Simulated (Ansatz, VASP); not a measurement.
# Cu: VASP beside Ansatz

```
Cu
1.0
    -2.20832    2.20832    1.20468
     2.20832   -2.20832    1.20468
     2.20832    2.20832   -1.20468
Cu
2
Direct
  0.00000 0.00000 0.00000
  0.75000 0.25000 0.50000
```

Alike in both runs: task single point; functional PBEsol; k mesh 8 × 8 × 8; occupations gaussian, width 0.1 eV; no spin polarisation.

```csv
,VASP,Ansatz
version,VASP 6.6.1,Ansatz 0.2.0
potentials or method,"VASP PAW PBE potentials, release 64 (Cu), cutoff 600 eV","scalar-relativistic, plane waves, PAW"
valence electrons in the cell,22,38
```

```tsv
	VASP	Ansatz	Ansatz less VASP
gap on the k mesh at the Fermi level (eV)	none	none	-
pressure (GPa)	9.7	9.0	-0.72
traceless stress, the component that is largest in VASP (GPa)	-9.12	-9.11	+0.010
```

VASP's potentials were made for PBE, not for PBEsol. A gap of «none» marks a metal or a gap that the smearing closes. VASP's potentials hold 22 valence electrons a cell and Ansatz's 38, so a difference there can come from the potentials and not from the codes.

The k mesh is coarse, so the values compare programs but aren't converged.
